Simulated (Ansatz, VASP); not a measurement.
# Two plane-wave programs on Ni

```xyz
4
Lattice="2.4918 0.0000 0.0000 -1.2459 2.1579 0.0000 0.0000 0.0000 8.1381" Properties=species:S:1:pos:R:3 pbc="T T T"
Ni    0.0000    0.0000    0.0000
Ni    0.0000    0.0000    4.0690
Ni    0.0000    1.4386    2.0345
Ni    1.2459    0.7193    6.1036
```

Alike in both runs: task relaxation of cell and atoms; functional BLYP; k mesh 14 × 14 × 4; occupations fermi-dirac, width 0.05 eV; collinear spin.

|  | VASP | Ansatz |
| --- | --- | --- |
| version | VASP 6.6.1 | Ansatz 0.2.0 |
| potentials or method | VASP PAW PBE potentials, release 64 (Ni), cutoff 600 eV | plane waves (420 eV) with PAW, scalar-relativistic |
| valence electrons in the cell | 40 | 72 |

|  | VASP | Ansatz | Ansatz less VASP |
| --- | --- | --- | --- |
| net moment per atom (μB) | 0.01 | 0.63 | +0.618 |
| size of the moment on the site where the two differ most (μB) | 0.22 | 0.67 | +0.452 |
| relaxed volume (Å³/atom) | 11.43 | 11.46 | +0.038 |
| relaxed length of the cell vector where the two differ most in proportion (Å) | 2.522 | 2.528 | +0.0060 |

The net moments are unlike, so the other rows may belong to different states. VASP's potentials were made for PBE, not for BLYP. Site moments also hang on the region over which each program counts them. VASP's potentials hold 40 valence electrons a cell and Ansatz's 72, so a difference there can come from the potentials and not from the codes. Ansatz's warnings: seeded moment not kept.

Noted on VASP's run: too few bands were computed for a metal, which touches its energy and stress.
